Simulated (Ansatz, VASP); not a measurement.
**Si2I: VASP beside Ansatz**

```
Si I
1.0
     5.37319    0.00000    0.00000
    -2.68660    4.65332    0.00000
     0.00000    0.00000    5.57380
Si I
4 2
Direct
  0.33333 0.66667 0.75000
  0.66667 0.33333 0.25000
  0.00000 0.00000 0.00000
  0.00000 0.00000 0.50000
  0.33333 0.66667 0.25000
  0.66667 0.33333 0.75000
```

Change from the starting cell: species swapped into the Gd2Tl type (P6_3/mmc, No. 194).

Alike in both runs: functional PBE; k mesh 12 × 12 × 6; occupations gaussian, width 0.1 eV; no spin polarisation.

Ansatz relaxed the structure, and its values are those at the end. VASP's run is a single point on that final structure, the one shown.

|  | VASP | Ansatz |
| --- | --- | --- |
| version | VASP 6.6.1 | Ansatz 0.2.0 |
| potentials or method | VASP PAW PBE potentials, release 64 (Si, I), cutoff 520 eV | scalar-relativistic, plane waves, PAW |
| valence electrons in the cell | 30 | 50 |

```csv
,VASP,Ansatz,Ansatz less VASP
gap on the k mesh at the Fermi level (eV),none,none,-
pressure (GPa),0.0,0.0,+0.02
```

A gap of «none» marks a metal or a gap that the smearing closes. VASP's potentials hold 30 valence electrons a cell and Ansatz's 50, so a difference there can come from the potentials and not from the codes.

Spin-orbit coupling is off throughout.
